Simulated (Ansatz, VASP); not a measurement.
# W in VASP and in Ansatz

```
CELL_PARAMETERS angstrom
5.08300 0.00000 0.00000
0.00000 5.08300 0.00000
0.00000 0.00000 5.08300
ATOMIC_POSITIONS crystal
W 0.00000 0.00000 0.00000
W 0.50000 0.50000 0.50000
W 0.00000 0.50000 0.25000
W 0.00000 0.50000 0.75000
W 0.25000 0.00000 0.50000
W 0.75000 0.00000 0.50000
W 0.50000 0.75000 0.00000
W 0.50000 0.25000 0.00000
```

Alike in both runs: functional PBE; k mesh 9 × 9 × 9; occupations fermi-dirac, width 0.05 eV; no spin polarisation.

Ansatz relaxed the structure, and its values are those at the end. VASP's run is a single point on that final structure, the one shown.

|  | VASP | Ansatz |
| --- | --- | --- |
| version | VASP 6.6.1 | Ansatz 0.2.0 |
| potentials or method | VASP PAW PBE potentials, release 64 (W_sv) | plane-wave PAW, scalar-relativistic |
| plane-wave cutoff (eV) | 520 | 420 |
| valence electrons in the cell | 112 | 112 |

Ansatz gave:

```
pressure (GPa) : -0.6
```

Question: Which values does VASP return?

Answer: Pressure (GPa): 0.0.

Ansatz's warnings: stress scf threshold loose.

Spin-orbit coupling is off throughout.
